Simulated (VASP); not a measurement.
Set up this calculation in VASP 6.6.1, as the native input.

```
Task                   : single point
Functional             : PBEsol
Potentials or basis    : VASP PAW PBE potentials, release 64 (Ta_pv, O)
Cutoff                 : 520 eV
k mesh                 : 14 × 14 × 8
Occupations            : gaussian, width 0.15 eV
Spin                   : no spin polarisation
Dipole correction      : no
Further INCAR settings : ALGO = Fast; EDIFF = 1e-06; NBANDS = 33
```

The structure of Ta4O lies in POSCAR:

```
Ta4O
1.0
    3.2109380109      0.0000000000      0.0000000000
    0.0000000000      3.2109380109      0.0000000000
    0.0000000000      0.0000000000      7.3419833767
Ta O
4 1
Direct
    0.0000000000      0.0000000000      0.5000000000
    0.5000000000      0.5000000000      0.7827832025
    0.5000000000      0.5000000000      0.2172167975
   -0.0440436271     -0.0440436271      0.0000000000
    0.5000000000      0.5000000000      0.5000000000
```

This cell differs from its parent crystal: atom 4 (Ta) moved -0.200 Å along Cartesian [1 1 0].

These files were run (other wordings do the same):

INCAR

```
PREC     = Accurate       # precision mode
ENCUT    = 520            # plane-wave cutoff, eV
EDIFF    = 1E-6           # SCF threshold, eV
ISMEAR   = 0              # smearing method
SIGMA    = 0.15           # smearing width, eV
LREAL    = False          # projectors in reciprocal space
LASPH    = True           # aspherical terms in the spheres
NELM     = 100            # most SCF steps
ALGO     = Fast           # electronic algorithm
ISIF     = 2              # what is computed and relaxed
LWAVE    = False          # write WAVECAR
LCHARG   = True           # write CHGCAR
GGA      = PS             # functional
LELF     = True           # ELF
LVHAR    = True         
NBANDS   = 33             # bands
```

KPOINTS

```
Automatic mesh
0
Gamma
  14 14 8
```

Potentials or basis: VASP PAW PBE potentials, release 64 (Ta_pv, O).

Run with:

```sh
$ cat potpaw_PBE.64/Ta_pv/POTCAR potpaw_PBE.64/O/POTCAR > POTCAR
$ mpirun -np 1 vasp_std > vasp.out
```

Results of the run:

* Pressure: 2.0 GPa
* Largest force: 2.969 eV/Å
* Band gap on the k mesh: zero (bands 25 and 26 overlap by 1.07 eV)

Caveat: the cell differs from its parent crystal (atom 4 (Ta) moved -0.200 Å along Cartesian [1 1 0]); the PAW data sets were made with another functional, which shifts forces and pressure a little; spin-orbit coupling is left out, which moves the levels of the heavy elements.

Wall time 12 min on 1 thread of Oxide Virtual Turin-like Processor (shared host), peak memory 0.57 GiB.
